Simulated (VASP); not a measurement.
Runs of VASP 6.6.1 on MoS2. The structure is that of space group R3m (No. 160), or close to it. The cells are those of the table. 

```csv
cell,gap on the mesh (eV),pressure (GPa),largest force (eV/Å)
"a = 7.087 Å, angles 25.1°, 3 atoms",0.81,(b),2.81
"a = 6.295 Å, angles 30.5°, 3 atoms",(a),-11.9,0.83
"a = 6.281 Å, angles 29.8°, 3 atoms",0.69,-6.8,0.46
"a = 6.695 Å, angles 27.9°, 3 atoms",0.99,-14.7,2.07
"a = 6.682 Å, angles 27.3°, 3 atoms",(c),-10.0,1.77
```

Alike in all rows: task single point; level PBE+D3(BJ); potentials or basis VASP PAW PBE potentials, release 64 (Mo_sv, S); no spin polarisation; k mesh 12 × 12 × 12; cutoff (eV) 520; smearing gaussian 0.05 eV.

Task: Fill in the values left out.

Result: (a) 0.45; (b) -11.7; (c) 1.06.

Caveats: forces of over 1 eV/Å act on the atoms, so gaps and moduli don't describe the material at rest (at least some runs); semilocal functionals underestimate gaps, and a narrow one can read as zero (at least some runs); the stress differs along the axes, from -31 to -2 GPa (at least some runs); the stress differs along the axes, from -14 to -8 GPa (at least some runs); the cell stands under tension (at least some runs); the stress differs along the axes, from -21 to -12 GPa (at least some runs); the stress differs along the axes, from -19 to -6 GPa (at least some runs).

A k mesh can miss the band edges, and the runs leave out spin-orbit coupling on Mo.
